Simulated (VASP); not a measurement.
# Ni (Fm-3m) in VASP: notebook

Ni is run at these levels: PBE; tasks: single point.

Program: VASP 6.6.1. These are calculated values, not measurements. Logs are shortened: lines on timing, memory, paths and dates and some standing lists are left out, and cuts for length are marked.

**1. The cell of the first run**

Symmetry: Fm-3m, No. 225, cubic system. The conventional cell has a = 3.536 Å, b = 3.536 Å, c = 3.536 Å, α = 90.00°, β = 90.00°, γ = 90.00°. Within 3.3 Å of Ni (site symmetry m-3m) lie 12 Ni at 2.50 Å.

**2. Single point, PBE, collinear spin, ferromagnetic start**

INCAR reads:

```
PREC = Accurate
ENCUT = 520
EDIFF = 1E-6
ISMEAR = 0
SIGMA = 0.15
LREAL = False
LASPH = True
NELM = 150
ALGO = Fast
ISIF = 2
LWAVE = False
LCHARG = False
ISPIN = 2
MAGMOM = 0.81
LORBIT = 11
LMAXMIX = 4
GGA = PE
NBANDS = 15
```

KPOINTS reads:

```
regular mesh
0
Gamma
  22 22 22
```

POSCAR reads:

```
Ni
1.0
    0.0000000000      1.7679500000      1.7679500000
    1.7679500000      0.0000000000      1.7679500000
    1.7679500000      1.7679500000      0.0000000000
Ni
1
Direct
    0.0000000000      0.0000000000      0.0000000000
```

Potentials or basis: VASP PAW PBE potentials, release 64 (Ni).

Launch:

```sh
cat potpaw_PBE.64/Ni/POTCAR > POTCAR
mpirun -np 1 vasp_std > vasp.out
```

OUTCAR:

```text
PREC = Accurate
   ENCUT = 520
   EDIFF = 1E-6
   ISMEAR = 0
   LREAL = False
   LASPH = True
   NELM = 150
   ISIF = 2
   ISPIN = 2
   LORBIT = 11
   GGA = PE

 ion  position               nearest neighbor table
   1  0.000  0.000  0.000-

  LATTYP: Found a face centered cubic cell.
 ALAT       =     3.5359000000

  Lattice vectors:

 A1 = (   0.0000000000,   1.7679500000,   1.7679500000)
 A2 = (   1.7679500000,   0.0000000000,   1.7679500000)
 A3 = (   1.7679500000,   1.7679500000,   0.0000000000)

Analysis of symmetry for initial positions (statically):
=====================================================================
 Subroutine PRICEL returns:
 Original cell was already a primitive cell.

 Routine SETGRP: Setting up the symmetry group for a
 face centered cubic supercell.

 Subroutine GETGRP returns: Found 48 space group operations
 (whereof 48 operations were pure point group operations)
 out of a pool of 48 trial point group operations.

The static configuration has the point symmetry O_h .

Analysis of symmetry for dynamics (positions and initial velocities):
=====================================================================
 Subroutine PRICEL returns:
 Original cell was already a primitive cell.

 Routine SETGRP: Setting up the symmetry group for a
 face centered cubic supercell.

 Subroutine GETGRP returns: Found 48 space group operations
 (whereof 48 operations were pure point group operations)
 out of a pool of 48 trial point group operations.

The dynamic configuration has the point symmetry O_h .

Analysis of structural, dynamic, and magnetic symmetry:
=====================================================================
 Subroutine PRICEL returns:
 Original cell was already a primitive cell.

 Routine SETGRP: Setting up the symmetry group for a
 face centered cubic supercell.

 Subroutine GETGRP returns: Found 48 space group operations
 (whereof 48 operations were pure point group operations)
 out of a pool of 48 trial point group operations.

The overall configuration has the point symmetry O_h .

 Subroutine INISYM returns: Found 48 space group operations
 (whereof 48 operations are pure point group operations),
 and found     1 'primitive' translations

----------------------------------------------------------------------------------------

                                     Primitive cell

  volume of cell :      11.0520

  direct lattice vectors                    reciprocal lattice vectors
     0.000000000  1.767950000  1.767950000    -0.282813428  0.282813428  0.282813428
     1.767950000  0.000000000  1.767950000     0.282813428 -0.282813428  0.282813428
     1.767950000  1.767950000  0.000000000     0.282813428  0.282813428 -0.282813428

[... 117 lines left out ...]
 maximum number of plane-waves:       307
   NGX =  9   NGY =  9   NGZ =  9

 number of electron      10.0000010 magnetization       0.6359369

 Free energy of the ion-electron system (eV)
  ---------------------------------------------------
  ext. energy  EPLUGINS =         0.00000000
  ---------------------------------------------------
  free energy    TOTEN  =        -5.47874610 eV

  energy without entropy =       -5.45900335  energy(sigma->0) =       -5.46887472

 E-fermi :   9.1549     XC(G=0): -13.1633

 val. band max:        9.1539171832   @ k =  -0.3182   0.3636   0.0455
 cond. band min:       9.1581055164   @ k =   0.5000   0.2273   0.0909
 fundamental gap:      0.0041883332
 Fermi energy:         9.1548651889

 spin component 1

 k-point     1 :       0.0000    0.0000    0.0000
  band No.  band energies     occupation
      1       0.2546      1.00000
      2       6.7564      1.00000
      3       6.7564      1.00000
      4       6.7564      1.00000
      5       7.9060      1.00000
      6       7.9060      1.00000
      7      32.7469      0.00000
      8      36.4835      0.00000
      9      36.4835      0.00000
     10      36.4835      0.00000
     11      39.3719      0.00000
     12      39.3719      0.00000
     13      39.3719      0.00000
     14      42.3777      0.00000
[... 403 lines left out ...]
      4       8.0623      1.00000
      5       8.5060      1.00000
      6       9.2867      0.10693
      7      14.9641      0.00000
      8      30.7653      0.00000
      9      32.7150      0.00000
     10      33.3060      0.00000
     11      36.8798      0.00000
     12      37.5811      0.00000
     13      42.9916      0.00000
     14      53.9279      0.00000
     15      54.6918      0.00000

 [... further k-points ...]

 spin component 2

 k-point     1 :       0.0000    0.0000    0.0000
  band No.  band energies     occupation
      1       0.2189      1.00000
      2       7.5187      1.00000
      3       7.5187      1.00000
      4       7.5187      1.00000
      5       8.5038      1.00000
      6       8.5038      1.00000
      7      32.5801      0.00000
      8      36.4674      0.00000
      9      36.4674      0.00000
     10      36.4674      0.00000
     11      39.4723      0.00000
     12      39.4723      0.00000
     13      39.4723      0.00000
     14      42.2491      0.00000
[... 403 lines left out ...]
      4       8.3947      1.00000
      5       9.2716      0.13557
      6       9.6993      0.00000
      7      15.3658      0.00000
      8      30.6654      0.00000
      9      32.7707      0.00000
     10      33.3899      0.00000
     11      36.9248      0.00000
     12      37.6091      0.00000
     13      43.1095      0.00000
     14      53.9969      0.00000
     15      54.8059      0.00000

 [... further k-points ...]
[... 5 lines left out ...]
  --------------------------------------------------------------------------------------
  -------------------------------------------------------------------------------------
  Total       -0.1990162     -0.1990162     -0.1990162      0.0000000      0.0000000     -0.0000000
  in kB      -28.8508841    -28.8508841    -28.8508841      0.0000000      0.0000000     -0.0000000
  external PRESSURE =     -28.8508841 kB  Pullay stress =       0.0000000 kB

 VOLUME and BASIS-vectors are now :
 -----------------------------------------------------------------------------
  energy-cutoff  :      520.00
  volume of cell :       11.05
      direct lattice vectors                 reciprocal lattice vectors
     0.000000000  1.767950000  1.767950000    -0.282813428  0.282813428  0.282813428
     1.767950000  0.000000000  1.767950000     0.282813428 -0.282813428  0.282813428
     1.767950000  1.767950000  0.000000000     0.282813428  0.282813428 -0.282813428

 POSITION                                       TOTAL-FORCE (eV/Angst)
 -----------------------------------------------------------------------------------
      0.00000      0.00000      0.00000         0.000000      0.000000      0.000000
 -----------------------------------------------------------------------------------
    total drift:                                0.000000      0.000000      0.000000

  FREE ENERGIE OF THE ION-ELECTRON SYSTEM (eV)
  ---------------------------------------------------
  free  energy   TOTEN  =        -5.4787460985 eV

  energy  without entropy=       -5.4590033485  energy(sigma->0) =       -5.46887472

 total charge

# of ion       s       p       d       tot
------------------------------------------
    1        0.491   0.484   8.307   9.282

 magnetization (x)

# of ion       s       p       d       tot
------------------------------------------
    1       -0.006  -0.025   0.681   0.650
```

Wall time 82 s (1 thread of Intel Xeon Platinum 8488C (Sapphire Rapids), shared host); peak memory 0.19 GiB.

Results:

| Property | Result |
| --- | --- |
| Free energy | -5.4787 eV |
| Pressure | -2.9 GPa |
| Net moment | 0.64 μB per cell |
| Site moments | Ni +0.65 μB |
| Valence electrons inside the program's atomic spheres | Ni 9.28 |

**3. Single point, PBE, collinear spin, ferromagnetic start**

INCAR reads:

```
PREC = Accurate ; ENCUT = 520
EDIFF = 1E-6 ; ISMEAR = 0
SIGMA = 0.15 ; LREAL = False
LASPH = True ; NELM = 150
ALGO = Normal ; ISIF = 2
LWAVE = False ; LCHARG = True
ISPIN = 2 ; MAGMOM = 0.81
LORBIT = 11 ; LMAXMIX = 4
GGA = PE ; LELF = True
LVHAR = True ; NBANDS = 15
```

KPOINTS reads:

```
Automatic mesh
0
Gamma
  26 26 26
```

POSCAR is that of step 2.

Potentials or basis: VASP PAW PBE potentials, release 64 (Ni).

Launch:

```sh
cat potpaw_PBE.64/Ni/POTCAR > POTCAR
mpirun -np 1 vasp_std > vasp.out
```

Run time: 1.9 min. Hardware: 1 thread of Intel Xeon Platinum 8488C (Sapphire Rapids), shared host; peak memory 0.23 GiB.

It converged, with:

- Free energy: -5.4786 eV
- Pressure: -2.8 GPa
- Net moment: 0.63 μB per cell
- Site moments: Ni +0.64 μB
- Valence electrons inside the program's atomic spheres: Ni 9.28

Levels at points of the mesh, in eV from the Fermi level:
Spin up:
```csv
k point,band 2,band 3,band 4,band 5,band 6,band 7,band 8,band 9
"(0.00, 0.00, 0.00)",-2.39,-2.39,-2.39,-1.24,-1.24,23.59,27.33,27.33
"(0.50, 0.00, 0.00)",-2.37,-2.37,-0.60,-0.60,-0.26,5.55,22.09,24.40
"(0.50, 0.50, 0.00)",-4.11,-0.55,-0.48,-0.48,2.44,9.08,14.68,14.68
```
Spin down:
| k point | band 3 | band 4 | band 5 | band 6 | band 7 | band 8 |
| --- | --- | --- | --- | --- | --- | --- |
| (0.00, 0.00, 0.00) | -1.64 | -1.64 | -0.65 | -0.65 | 23.43 | 27.31 |
| (0.50, 0.00, 0.00) | -1.75 | -0.32 | 0.15 | 0.15 | 5.98 | 21.94 |
| (0.50, 0.50, 0.00) | 0.06 | 0.38 | 0.38 | 2.40 | 9.32 | 14.69 |
